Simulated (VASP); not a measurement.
Runs of VASP 6.6.1 on C. The structure is that of space group Fd-3m (No. 227), or close to it. The cells are those of the table. 

```csv
task,potentials or basis,cell,k mesh,cutoff (eV),smearing,second run,gap on the mesh (eV),pressure (GPa)
single point,"VASP PAW LDA potentials, release 64 (C)","a = 2.497 Å, angles 60.0°, 2 atoms",12 × 12 × 12,600,gaussian 0.01 eV,-,4.20,(a)
single point,"VASP PAW LDA potentials, release 64 (C_h)","a = 2.497 Å, angles 60.0°, 2 atoms",12 × 12 × 12,910,gaussian 0.02 eV,hard_potentials,4.20,(b)
single point,"VASP PAW LDA potentials, release 64 (C)","a = 2.497 Å, angles 60.0°, 2 atoms",12 × 12 × 12,520,gaussian 0.02 eV,-,4.20,1.6
relaxation of cell and atoms,"VASP PAW LDA potentials, release 64 (C)","relaxed from a = 2.498 Å, angles 60.0°, 2 atoms",12 × 12 × 12,600,gaussian 0.02 eV,-,4.19,0.0
single point,"VASP PAW LDA potentials, release 64 (C)","a = 2.522 Å, angles 60.0°, 2 atoms",8 × 8 × 8,600,gaussian 0.1 eV,-,4.10,-12.4
```

Alike in all rows: level LDA; no spin polarisation.

Question: Fill in the values left out.

Answer: (a) 0.8; (b) 0.7.

Caveats: the cutoff is under 1.25 times the usual one of these potentials, so pressure, stress and relaxed cells hold a basis-set (Pulay) error (some runs).

A k mesh can miss the band edges.
